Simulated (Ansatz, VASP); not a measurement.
# One calculation of MoS2, two programs

```
Mo S
1.0
     3.14143    0.00000    0.00000
    -1.57072    2.84299    0.00000
     0.00000    0.00000   12.57882
Mo S
2 4
Direct
  0.33333 0.66667 0.25000
  0.66667 0.33333 0.75000
  0.33333 0.66667 0.62605
  0.66667 0.33333 0.12605
  0.33333 0.66667 0.87395
  0.66667 0.33333 0.37395
```

Change from the starting cell: strain +0.0450 x Voigt [0, 1, 0, 0, 0, 0], atoms carried along.

Alike in both runs: task single point; functional PBEsol; k mesh 12 × 12 × 2; occupations gaussian, width 0.05 eV; no spin polarisation.

|  | VASP | Ansatz |
| --- | --- | --- |
| version | VASP 6.6.1 | Ansatz 0.2.0 |
| potentials or method | VASP PAW PBE potentials, release 64 (Mo_sv, S), cutoff 520 eV | scalar-relativistic, plane waves, PAW |
| valence electrons in the cell | 52 | 52 |

|  | VASP | Ansatz | Ansatz less VASP |
| --- | --- | --- | --- |
| gap on the k mesh at the Fermi level (eV) | 0.93 | 0.91 | -0.016 |
| least direct gap on the mesh (eV) | 1.53 | 1.53 | -0.004 |
| pressure (GPa) | -5.8 | -5.8 | +0.02 |
| traceless stress, the component that is largest in VASP (GPa) | -4.40 | -4.40 | -0.001 |
| rms of the force components (eV/Å) | 0.219 | 0.220 | +0.0011 |

VASP's potentials were made for PBE, not for PBEsol. Atom by atom the forces differ by 0.001 eV/Å (rms over components).
